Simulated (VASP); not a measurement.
# TaAs in VASP: a series of runs, part 2 of 2

VASP 6.6.1. The steps go on from the part before.

### 4 Single point, r2SCAN (18.69 Å³/atom)

This run uses another cell than the first one, of 18.69 Å³/atom.

POSCAR

```
TaAs
1.0
    0.0000000000      2.6537494452      2.6537494452
    2.6537494452      0.0000000000      2.6537494452
    2.6537494452      2.6537494452      0.0000000000
Ta As
1 1
Direct
    0.5000000000      0.5000000000      0.5000000000
    0.0000000000      0.0000000000      0.0000000000
```

INCAR.step1

```
ALGO = Normal
EDIFF = 1E-4
ENCUT = 520
GGA = PE
ISMEAR = 0
LASPH = T
LCHARG = F
LREAL = F
LWAVE = T
NBANDS = 15
NELM = 100
PREC = Accurate
SIGMA = 0.05
```

INCAR.step2

```
ALGO = Normal
EDIFF = 1E-6
ENCUT = 520
ISIF = 2
ISMEAR = 0
ISTART = 1
LASPH = T
LCHARG = F
LMIXTAU = T
LREAL = F
LWAVE = F
METAGGA = R2SCAN
NBANDS = 15
NELM = 100
PREC = Accurate
SIGMA = 0.05
```

KPOINTS

```
k-points
0
Gamma
  12 12 12
```

Potentials or basis: VASP PAW PBE potentials, release 64 (Ta_pv, As).

The run is started by

```console
cat potpaw_PBE.64/Ta_pv/POTCAR potpaw_PBE.64/As/POTCAR > POTCAR
cp INCAR.step1 INCAR
mpirun -np 1 vasp_std > vasp.out
cp INCAR.step2 INCAR
mpirun -np 1 vasp_std > vasp.out
```

OUTCAR:

```text
EDIFF = 1E-6
   ENCUT = 520
   ISIF = 2
   ISMEAR = 0
   ISTART = 1
   LASPH = T
   LREAL = F
   METAGGA = R2SCAN
   NELM = 100
   PREC = Accurate

 ion  position               nearest neighbor table
   1  0.500  0.500  0.500-   2 2.65   2 2.65   2 2.65   2 2.65   2 2.65   2 2.65
   2  0.000  0.000  0.000-   1 2.65   1 2.65   1 2.65   1 2.65   1 2.65   1 2.65

  LATTYP: Found a face centered cubic cell.
 ALAT       =     5.3074988904

  Lattice vectors:

 A1 = (   0.0000000000,   2.6537494452,   2.6537494452)
 A2 = (   2.6537494452,   0.0000000000,   2.6537494452)
 A3 = (   2.6537494452,   2.6537494452,   0.0000000000)

Analysis of symmetry for initial positions (statically):
=====================================================================
 Subroutine PRICEL returns:
 Original cell was already a primitive cell.

 Routine SETGRP: Setting up the symmetry group for a
 face centered cubic supercell.

 Subroutine GETGRP returns: Found 48 space group operations
 (whereof 48 operations were pure point group operations)
 out of a pool of 48 trial point group operations.

The static configuration has the point symmetry O_h .

Analysis of symmetry for dynamics (positions and initial velocities):
=====================================================================
 Subroutine PRICEL returns:
 Original cell was already a primitive cell.

 Routine SETGRP: Setting up the symmetry group for a
 face centered cubic supercell.

 Subroutine GETGRP returns: Found 48 space group operations
 (whereof 48 operations were pure point group operations)
 out of a pool of 48 trial point group operations.

The dynamic configuration has the point symmetry O_h .

 Subroutine INISYM returns: Found 48 space group operations
 (whereof 48 operations are pure point group operations),
 and found     1 'primitive' translations

----------------------------------------------------------------------------------------

                                     Primitive cell

  volume of cell :      37.3775

  direct lattice vectors                    reciprocal lattice vectors
     0.000000000  2.653749445  2.653749445    -0.188412663  0.188412663  0.188412663
     2.653749445  0.000000000  2.653749445     0.188412663 -0.188412663  0.188412663
     2.653749445  2.653749445  0.000000000     0.188412663  0.188412663 -0.188412663

  length of vectors
     3.752968457  3.752968457  3.752968457     0.326340305  0.326340305  0.326340305

  position of ions in fractional coordinates (direct lattice)
     0.500000000  0.500000000  0.500000000
     0.000000000  0.000000000  0.000000000

  ion indices of the primitive-cell ions
   primitive index   ion index
                 1           1
                 2           2

----------------------------------------------------------------------------------------

 KPOINTS: k-points

Automatic generation of k-mesh.
 Grid dimensions read from file:
 generate k-points for:   12   12   12

 Generating k-lattice:

  Cartesian coordinates                     Fractional coordinates (reciprocal lattice)
    -0.015701055  0.015701055  0.015701055     0.083333333  0.000000000  0.000000000
     0.015701055 -0.015701055  0.015701055     0.000000000  0.083333333  0.000000000
     0.015701055  0.015701055 -0.015701055     0.000000000  0.000000000  0.083333333

  Length of vectors
[... 39 lines left out ...]
   total plane-waves  NPLWV =  21952
   dimension x,y,z NGX =    28 NGY =   28 NGZ =   28
   dimension x,y,z NGXF=    56 NGYF=   56 NGZF=   56
   ions per type =               1   1
   NGX,Y,Z   is equivalent  to a cutoff of  12.40, 12.40, 12.40 a.u.
   NGXF,Y,Z  is equivalent  to a cutoff of  24.81, 24.81, 24.81 a.u.
 SYSTEM =  unknown system
   PREC   = accura    normal or accurate (medium, high low for compatibility)
   ISTART =      1    job   : 0-new  1-cont  2-samecut
   ICHARG =      0    charge: 1-file 2-atom 10-const
   ISPIN  =      1    spin polarized calculation?
   LNONCOLLINEAR =      F non collinear calculations
   LSORBIT =      F    spin-orbit coupling
   LASPH  =      T    aspherical Exc in radial PAW
   ENCUT  =  520.0 eV  38.22 Ry    6.18 a.u.   6.98  6.98  6.98*2*pi/ulx,y,z
   NELM   =    100;   NELMIN=  2; NELMDL=  0     # of ELM steps
   EDIFF  = 0.1E-05   stopping-criterion for ELM
   LREAL  =      F    real-space projection
   EDIFFG = 0.1E-04   stopping-criterion for IOM
   NSW    =      0    number of steps for IOM
   IBRION =     -1    ionic relax: 0-MD 1-quasi-New 2-CG
   NFREE  =      0    steps in history (QN), initial steepest desc. (CG)
   ISIF   =      2    stress and relaxation
   ISYM   =      2    0-nonsym 1-usesym 2-fastsym
   POTIM  = 0.5000    time-step for ionic-motion
   TEBEG  =    0.0;   TEEND  =   0.0 temperature during run
   PSTRESS=    0.0 pullay stress
   NELECT =      16.0000    total number of electrons
   NUPDOWN=      -1.0000    fix difference up-down
   EMIN   =  10.00;   EMAX   =-10.00  energy-range for DOS
   EFERMI =   0.00;   METHOD = LEGACY
   ISMEAR =     0;   SIGMA  =   0.05  broadening in eV -4-tet -1-fermi 0-gaus
   EFERMI_NEDOS =   21; number of points for ismear=-14 and -15
   IALGO  =     38    algorithm
   IMIX   =      4    mixing-type and parameters
     AMIX     =   0.40;   BMIX     =  1.00
     AMIX_MAG =   1.60;   BMIX_MAG =  1.00
  volume/ion in A,a.u.               =      18.69       126.12
  Fermi-wavevector in a.u.,A,eV,Ry     =   1.233800  2.331545 20.711652  1.522263
  Thomas-Fermi vector in A             =   2.368516
   LORBIT       =      0    0 simple, 1 ext, 2 COOP (PROOUT), +10 PAW based schemes
   METAGGA = R2SCAN    functional components
   LHFCALC =     F    Hartree Fock is set to
   AEXX    =    0.0000 exact exchange contribution
   IVDW    =     0    specifies the selected vdW correction
   LEPSILON=     F    determine dielectric tensor
   LRPA    =     F    only Hartree local field effects (RPA)
 non-spin polarized calculation
 Gauss-broadening in eV      SIGMA  =   0.05
  energy-cutoff  :      520.00
  volume of cell :       37.38
 maximum number of plane-waves:      1036
   NGX = 13   NGY = 13   NGZ = 13

 number of electron      15.9999999 magnetization

 Free energy of the ion-electron system (eV)
  ---------------------------------------------------
  ext. energy  EPLUGINS =         0.00000000
  ---------------------------------------------------
  free energy    TOTEN  =       -63.31715381 eV

  energy without entropy =      -63.31431326  energy(sigma->0) =      -63.31573353

 E-fermi :   6.9956     XC(G=0): -12.2628

 val. band max:        6.9846037229   @ k =   0.3333   0.1667   0.0833
 cond. band min:       7.0126903099   @ k =  -0.1667   0.1667   0.0000
 fundamental gap:      0.0280865870
 Fermi energy:         6.9955804326

 k-point     1 :       0.0000    0.0000    0.0000
  band No.  band energies     occupation
      1     -29.9840      2.00000
      2     -29.9840      2.00000
      3     -29.9840      2.00000
      4      -7.8109      2.00000
      5       5.3998      2.00000
      6       5.3998      2.00000
      7       5.3998      2.00000
      8       6.0296      2.00000
      9       6.0296      2.00000
     10       6.3142      2.00000
     11       6.3142      2.00000
     12       6.3142      2.00000
     13      11.0611      0.00000
     14      15.1675      0.00000
[... 401 lines left out ...]
      2     -30.0166      2.00000
      3     -29.9990      2.00000
      4      -5.3348      2.00000
      5      -0.5666      2.00000
      6       1.9531      2.00000
      7       2.2480      2.00000
      8       7.4859      0.00000
      9       7.7060      0.00000
     10       8.0043      0.00000
     11      10.7538      0.00000
     12      11.8026      0.00000
     13      12.3066      0.00000
     14      15.6149      0.00000
     15      16.1626      0.00000

 [... further k-points ...]

------------------------ aborting loop because EDIFF is reached ----------------------------------------

  FORCE on cell =-STRESS in cart. coord.  units (eV):
  Direction    XX          YY          ZZ          XY          YZ          ZX
  --------------------------------------------------------------------------------------
  -------------------------------------------------------------------------------------
  Total       -1.2982381     -1.2982381     -1.2982381      0.0000000      0.0000000     -0.0000000
  in kB      -55.6487232    -55.6487232    -55.6487232      0.0000000      0.0000000     -0.0000000
  external PRESSURE =     -55.6487232 kB  Pullay stress =       0.0000000 kB

 VOLUME and BASIS-vectors are now :
 -----------------------------------------------------------------------------
  energy-cutoff  :      520.00
  volume of cell :       37.38
      direct lattice vectors                 reciprocal lattice vectors
     0.000000000  2.653749445  2.653749445    -0.188412663  0.188412663  0.188412663
     2.653749445  0.000000000  2.653749445     0.188412663 -0.188412663  0.188412663
     2.653749445  2.653749445  0.000000000     0.188412663  0.188412663 -0.188412663

 POSITION                                       TOTAL-FORCE (eV/Angst)
 -----------------------------------------------------------------------------------
      2.65375      2.65375      2.65375        -0.000000      0.000000      0.000000
      0.00000      0.00000      0.00000         0.000000     -0.000000     -0.000000
 -----------------------------------------------------------------------------------
    total drift:                                0.000000      0.000000      0.000000

  FREE ENERGIE OF THE ION-ELECTRON SYSTEM (eV)
  ---------------------------------------------------
  free  energy   TOTEN  =       -63.3171538064 eV

  energy  without entropy=      -63.3143132598  energy(sigma->0) =      -63.31573353
```

OSZICAR.step1:

```text
N       E                     dE             d eps       ncg     rms          rms(c)
DAV:   1     0.871586614633E+02    0.87159E+02   -0.83971E+03  2160   0.101E+03
DAV:   2    -0.150799650286E+02   -0.10224E+03   -0.97154E+02  2685   0.260E+02
DAV:   3    -0.174738374648E+02   -0.23939E+01   -0.23649E+01  2671   0.353E+01
DAV:   4    -0.174874012619E+02   -0.13564E-01   -0.13558E-01  2594   0.292E+00
DAV:   5    -0.174875061595E+02   -0.10490E-03   -0.10490E-03  2678   0.247E-01    0.127E+01
DAV:   6    -0.164359338147E+02    0.10516E+01   -0.16544E+00  2461   0.109E+01    0.488E+00
DAV:   7    -0.164139561519E+02    0.21978E-01   -0.13372E-01  2567   0.262E+00    0.217E+00
DAV:   8    -0.164076311650E+02    0.63250E-02   -0.13922E-02  2307   0.716E-01    0.225E-01
DAV:   9    -0.164071696801E+02    0.46148E-03   -0.16761E-03  2461   0.315E-01    0.104E-01
DAV:  10    -0.164071737362E+02   -0.40562E-05   -0.29575E-04  2412   0.172E-01
   1 F= -.16407174E+02 E0= -.16405740E+02  d E =-.286772E-02
```

Wall time 63 s (1 thread of Intel Xeon 6975P-C (Granite Rapids), shared host); peak memory 0.19 GiB.

Results:

| Quantity | Value |
| --- | --- |
| Free energy | -63.3172 eV |
| Pressure | -5.6 GPa |
| Band gap on the k mesh | zero (bands 8 and 9 overlap by 2.23 eV) |

Levels at points of the mesh, in eV from the Fermi level:
| k point | band 5 | band 6 | band 7 | band 8 | band 9 | band 10 | band 11 | band 12 |
| --- | --- | --- | --- | --- | --- | --- | --- | --- |
| (0.00, 0.00, 0.00) | -1.60 | -1.60 | -1.60 | -0.97 | -0.97 | -0.68 | -0.68 | -0.68 |
| (0.50, 0.00, 0.00) | -8.10 | -4.92 | -4.92 | 0.87 | 0.87 | 1.39 | 3.09 | 6.42 |
| (0.50, 0.50, 0.00) | -5.81 | -3.46 | -2.78 | -2.78 | 0.14 | 1.09 | 1.66 | 1.66 |

Caveat: the cell stands under tension; the PAW data sets were made with another functional, which shifts forces and pressure a little; spin-orbit coupling is left out, which moves the levels of the heavy elements.

### 5 Single point, r2SCAN (19.23 Å³/atom)

This run uses another cell than the first one, of 19.23 Å³/atom.

POSCAR

```
TaAs
1.0
    0.0000000000      2.6790247706      2.6790247706
    2.6790247706      0.0000000000      2.6790247706
    2.6790247706      2.6790247706      0.0000000000
Ta As
1 1
Direct
    0.5000000000      0.5000000000      0.5000000000
    0.0000000000      0.0000000000      0.0000000000
```

INCAR.step1

```
  PREC = Accurate
  ENCUT = 520
  ISMEAR = 0
  SIGMA = 0.05
  LREAL = False
  LASPH = True
  NELM = 80
  NBANDS = 15
  GGA = PE
  ALGO = Normal
  EDIFF = 1E-4
  LWAVE = True
  LCHARG = False
```

INCAR.step2

```
  PREC = Accurate
  ENCUT = 520
  EDIFF = 1E-6
  ISMEAR = 0
  SIGMA = 0.05
  LREAL = False
  LASPH = True
  NELM = 80
  ALGO = Normal
  ISIF = 2
  LWAVE = False
  LCHARG = False
  METAGGA = R2SCAN
  LMIXTAU = True
  NBANDS = 15
  ISTART = 1
```

KPOINTS

```
Automatic mesh
0
Gamma
  12 12 12
```

Potentials or basis: VASP PAW PBE potentials, release 64 (Ta_pv, As).

The run is started by

```console
cat potpaw_PBE.64/Ta_pv/POTCAR potpaw_PBE.64/As/POTCAR > POTCAR
cp INCAR.step1 INCAR
mpirun -np 1 vasp_std > vasp.out
cp INCAR.step2 INCAR
mpirun -np 1 vasp_std > vasp.out
```

OUTCAR:

```text
PREC = Accurate
   ENCUT = 520
   EDIFF = 1E-6
   ISMEAR = 0
   LREAL = False
   LASPH = True
   NELM = 80
   ISIF = 2
   METAGGA = R2SCAN
   ISTART = 1

 ion  position               nearest neighbor table
   1  0.500  0.500  0.500-   2 2.68   2 2.68   2 2.68   2 2.68   2 2.68   2 2.68
   2  0.000  0.000  0.000-   1 2.68   1 2.68   1 2.68   1 2.68   1 2.68   1 2.68

  LATTYP: Found a face centered cubic cell.
 ALAT       =     5.3580495412

  Lattice vectors:

[... 620 lines left out ...]

  FORCE on cell =-STRESS in cart. coord.  units (eV):
  Direction    XX          YY          ZZ          XY          YZ          ZX
  --------------------------------------------------------------------------------------
  -------------------------------------------------------------------------------------
  Total       -2.2389765     -2.2389765     -2.2389765     -0.0000000     -0.0000000     -0.0000000
  in kB      -93.2824489    -93.2824489    -93.2824489     -0.0000000     -0.0000000     -0.0000000
  external PRESSURE =     -93.2824489 kB  Pullay stress =       0.0000000 kB

 VOLUME and BASIS-vectors are now :
 -----------------------------------------------------------------------------
  energy-cutoff  :      520.00
  volume of cell :       38.46
      direct lattice vectors                 reciprocal lattice vectors
     0.000000000  2.679024771  2.679024771    -0.186635079  0.186635079  0.186635079
     2.679024771  0.000000000  2.679024771     0.186635079 -0.186635079  0.186635079
     2.679024771  2.679024771  0.000000000     0.186635079  0.186635079 -0.186635079

 POSITION                                       TOTAL-FORCE (eV/Angst)
 -----------------------------------------------------------------------------------
      2.67902      2.67902      2.67902         0.000000      0.000000     -0.000000
      0.00000      0.00000      0.00000        -0.000000     -0.000000      0.000000
 -----------------------------------------------------------------------------------
    total drift:                                0.000000      0.000000      0.000000

  FREE ENERGIE OF THE ION-ELECTRON SYSTEM (eV)
  ---------------------------------------------------
  free  energy   TOTEN  =       -63.2667986151 eV

  energy  without entropy=      -63.2639516807  energy(sigma->0) =      -63.26537515
```

It took 58 s on 1 thread of Intel Xeon 6975P-C (Granite Rapids), shared host; peak memory 0.2 GiB.

What came out:

| Property | Result |
| --- | --- |
| Free energy | -63.2668 eV |
| Pressure | -9.3 GPa |
| Band gap on the k mesh | zero (bands 8 and 9 overlap by 2.13 eV) |

Caveat: the cell stands under tension; the PAW data sets were made with another functional, which shifts forces and pressure a little; spin-orbit coupling is left out, which moves the levels of the heavy elements.

### 6 Single point, r2SCAN (atom 2 (As) moved 0.12 Å along x)

POSCAR

```
TaAs
1.0
    0.0000000000      2.6192812653      2.6192812653
    2.6192812653      0.0000000000      2.6192812653
    2.6192812653      2.6192812653      0.0000000000
Ta As
1 1
Direct
    0.5000000000      0.5000000000      0.5000000000
   -0.0229070474      0.0229070474      0.0229070474
```

INCAR.step1

```
SYSTEM = TaAs
ALGO = Normal
EDIFF = 1E-4
ENCUT = 520
GGA = PE
ISMEAR = 0
LASPH = .TRUE.
LCHARG = .FALSE.
LREAL = .FALSE.
LWAVE = .TRUE.
NBANDS = 15
NELM = 80
PREC = Accurate
SIGMA = 0.05
```

INCAR.step2

```
SYSTEM = TaAs
ALGO = Normal
EDIFF = 1E-7
ENCUT = 520
ISIF = 2
ISMEAR = 0
ISTART = 1
LASPH = .TRUE.
LCHARG = .FALSE.
LMIXTAU = .TRUE.
LREAL = .FALSE.
LWAVE = .FALSE.
METAGGA = R2SCAN
NBANDS = 15
NELM = 80
PREC = Accurate
SIGMA = 0.05
```

KPOINTS

```
k-points
0
G
  12 12 12
  0 0 0
```

Potentials or basis: VASP PAW PBE potentials, release 64 (Ta_pv, As).

The run is started by

```console
cat potpaw_PBE.64/Ta_pv/POTCAR potpaw_PBE.64/As/POTCAR > POTCAR
cp INCAR.step1 INCAR
mpirun -np 1 vasp_std > vasp.out
cp INCAR.step2 INCAR
mpirun -np 1 vasp_std > vasp.out
```

Wall time 2.6 min (1 thread of Intel Xeon 6975P-C (Granite Rapids), shared host); peak memory 0.24 GiB.

It converged, with:

```
Free energy            : -63.2943 eV
Pressure               : 1.7 GPa
Largest force          : 0.811 eV/Å
Band gap on the k mesh : zero (bands 8 and 9 overlap by 2.27 eV)
```

Forces in eV/Å, atoms in the order of the input:
```
Ta   0.811  0.000  0.000
As  -0.811  0.000  0.000
```

Stress tensor (GPa, compression positive):
```
4.97 0.00 0.00
0.00 0.02 0.00
0.00 0.00 0.02
```

Levels at points of the mesh, in eV from the Fermi level:
```tsv
k point	band 6	band 7	band 8	band 9	band 10	band 11
(0.00, 0.00, 0.00)	-1.94	-1.67	-1.61	-0.98	-0.35	-0.35
(0.50, 0.00, 0.00)	-5.07	-5.06	0.91	0.93	1.50	3.08
(0.50, 0.50, 0.00)	-3.93	-2.85	-2.49	0.27	1.29	1.77
(0.00, 0.50, 0.50)	-3.66	-2.79	-2.79	0.20	1.24	1.77
```

Caveat: the cell differs from its parent crystal (atom 2 (As) moved 0.12 Å along x); the PAW data sets were made with another functional, which shifts forces and pressure a little; spin-orbit coupling is left out, which moves the levels of the heavy elements.

### 7 The runs side by side

| cell | gap on the mesh (eV) | pressure (GPa) |
| --- | --- | --- |
| a = 3.729 Å, angles 60.0°, 2 atoms, atomic positions A | none | -2.7 |
| a = 3.734 Å, angles 60.0°, 2 atoms, atomic positions A | none | -3.3 |
| a = 3.753 Å, angles 60.0°, 2 atoms, atomic positions A | none | -5.6 |
| a = 3.789 Å, angles 60.0°, 2 atoms, atomic positions A | none | -9.3 |
| a = 3.704 Å, angles 60.0°, 2 atoms, atomic positions B | none | 1.7 |

Alike in all rows: task single point; level r2SCAN; potentials or basis VASP PAW PBE potentials, release 64 (Ta_pv, As); no spin polarisation; k mesh 12 × 12 × 12; cutoff (eV) 520; smearing gaussian 0.05 eV.

Caveats: the PAW data sets were made with another functional, which shifts forces and pressure a little; spin-orbit coupling is left out, which moves the levels of the heavy elements; the cell stands under tension (at least some runs).

Absolute energies hang on the potentials; compare differences alone.
